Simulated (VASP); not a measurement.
Crystal: GaP.

```
Ga P
1.0
     0.00000    2.72525    2.72525
     2.72525    0.00000    2.72525
     2.72525    2.72525    0.00000
Ga P
1 1
Direct
  0.00000 0.00000 0.00000
  0.75000 0.75000 0.75000
```

| Quantity | Value |
| --- | --- |
| Program | VASP 6.6.1 |
| Task | relaxation of cell and atoms |
| Functional | PBE |
| Potentials or basis | VASP PAW PBE potentials, release 64 (Ga_d, P) |
| Cutoff | 600 eV |
| k mesh | 8 × 8 × 8 |
| Occupations | gaussian, width 0.02 eV |
| Spin | no spin polarisation |

At the start: pressure 2.4 GPa; volume 20.24 Å³/atom.

Question: How do energy, volume and symmetry change on relaxing?

Answer: Over 6 steps the energy falls by 4.6 meV/atom and the volume is 20.86 Å³/atom (+3.0 %); space group F-43m (No. 216, to 0.05 Å).

The path:
```
step  energy change (eV)  largest force (eV/Å)  pressure (GPa)  volume (Å³)
   1              0.0000                0.0000            2.42        40.48
   2             -0.0073                0.0000           -1.04        42.30
   3             -0.0092                0.0000            0.05        41.72
   4             -0.0092                0.0000           -0.09        41.75
   5             -0.0092                0.0000            0.11        41.68
   6             -0.0092                0.0000           -0.03        41.71
```

Final structure:
```
Ga P
1.0
     0.00000    2.75265    2.75265
     2.75265    0.00000    2.75265
     2.75265    2.75265    0.00000
Ga P
1 1
Cartesian
  0.0000 0.0000 0.0000
  4.1290 4.1290 4.1290
```
